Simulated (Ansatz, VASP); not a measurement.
Two plane-wave programs on Ti2O

```
Ti O
1.0
     2.95502    0.00000    0.00000
    -1.47751    2.55912    0.00000
     0.00000    0.00000    4.80037
Ti O
2 1
Direct
  0.66667 0.33333 0.26765
  0.33333 0.66667 0.73235
  0.00000 0.00000 0.00000
```

Alike in both runs: functional r2SCAN; k mesh 6 × 6 × 4; occupations gaussian, width 0.1 eV; no spin polarisation.

Ansatz relaxed the structure, and its values are those at the end. VASP's run is a single point on that final structure, the one shown.

|  | VASP | Ansatz |
| --- | --- | --- |
| version | VASP 6.6.1 | Ansatz 0.2.0 |
| potentials or method | VASP PAW PBE potentials, release 64 (Ti_sv, O_h), cutoff 910 eV | scalar-relativistic, plane waves, PAW |
| valence electrons in the cell | 30 | 30 |

Ansatz gave:

| Property | Result |
| --- | --- |
| gap on the k mesh at the Fermi level (eV) | none |
| rms of the force components (eV/Å) | 0.015 |

Problem. Which values does VASP return?

Solution. gap on the k mesh at the Fermi level (eV): none; rms of the force components (eV/Å): 0.044.

VASP's potentials were made for PBE, not for r2SCAN. A gap of «none» marks a metal or a gap that the smearing closes.

The k mesh is coarse, so the values compare programs but aren't converged. Noted on VASP's run: the cutoff is under 1.25 times that of the potentials, so the pressure is a little rough.
